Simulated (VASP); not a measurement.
Runs of VASP 6.6.1 on W. The structure is that of space group R-3m (No. 166), or close to it. The cells are those of the table. 

| cell | gap on the mesh (eV) | pressure (GPa) |
| --- | --- | --- |
| a = 2.599 Å, angles 101.6°, 1 atom | none | 12.5 |
| a = 3.161 Å, angles 115.8°, 1 atom | none | (a) |
| a = 3.015 Å, angles 114.3°, 1 atom | none | 33.2 |
| a = 2.666 Å, angles 105.7°, 1 atom | none | (b) |
| a = 3.337 Å, angles 117.0°, 1 atom | none | 244.5 |
| a = 2.875 Å, angles 112.1°, 1 atom | none | 1.1 |
| a = 2.550 Å, angles 95.9°, 1 atom | none | 24.5 |

Alike in all rows: task single point; level r2SCAN; potentials or basis VASP PAW PBE potentials, release 64 (W_sv); no spin polarisation; k mesh 16 × 16 × 16; cutoff (eV) 520; smearing gaussian 0.15 eV.

**Question.** Estimate the missing entries.

**Answer.** (a) 112.0; (b) 0.2.

Caveats: the PAW data sets were made with another functional, which shifts forces and pressure a little; spin-orbit coupling is left out, which moves the levels of the heavy elements.

A k mesh can miss the band edges, and the runs leave out spin-orbit coupling on W.

A gap of «none» marks levels without a gap at the run's occupations.
